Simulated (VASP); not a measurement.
Write the native input for VASP 6.6.1 that does the following.

```
Task                   : single point
Functional             : revPBE
Potentials or basis    : VASP PAW PBE potentials, release 64 (Y_sv)
Cutoff                 : 520 eV
k mesh                 : 7 × 7 × 9
Occupations            : fermi-dirac, width 0.1 eV
Spin                   : no spin polarisation
Dipole correction      : no
Further INCAR settings : ALGO = Normal; EDIFF = 1e-06; NBANDS = 24
```

The structure of Y lies in POSCAR:

```
Y
1.0
    5.7067662671      0.0000000000      0.0000000000
   -2.8533831335      4.9422045608      0.0000000000
    0.0000000000      0.0000000000      3.5638922961
Y
3
Direct
    1.0000000000      0.0000000000      1.0000000000
    0.3333333333      0.6666666667      0.5000000000
    0.6666666667      0.3333333333      0.5000000000
```

This isn't the form of Y at room conditions, which is hcp.

These files were run (other wordings do the same):

INCAR

```
SYSTEM = Y
PREC = Accurate
ENCUT = 520
EDIFF = 1E-6
ISMEAR = -1
SIGMA = 0.1
LREAL = .False.
LASPH = .True.
NELM = 60
ALGO = Normal
ISIF = 2
LWAVE = .False.
LCHARG = .False.
GGA = RE
NBANDS = 24
```

KPOINTS

```
Automatic mesh
0
Gamma
  7 7 9
  0 0 0
```

Potentials or basis: VASP PAW PBE potentials, release 64 (Y_sv).

Run with:

```sh
$ cat potpaw_PBE.64/Y_sv/POTCAR > POTCAR
$ mpirun -np 1 vasp_std > vasp.out
```

It gave:

- Pressure: -0.1 GPa
- Band gap on the k mesh: zero (an odd number of electrons rules out a gap without spin polarisation)

Caveat: the PAW data sets were made with another functional, which shifts forces and pressure a little.

It took 120 s on 1 thread of Oxide Virtual Turin-like Processor (shared host), peak memory 0.23 GiB.
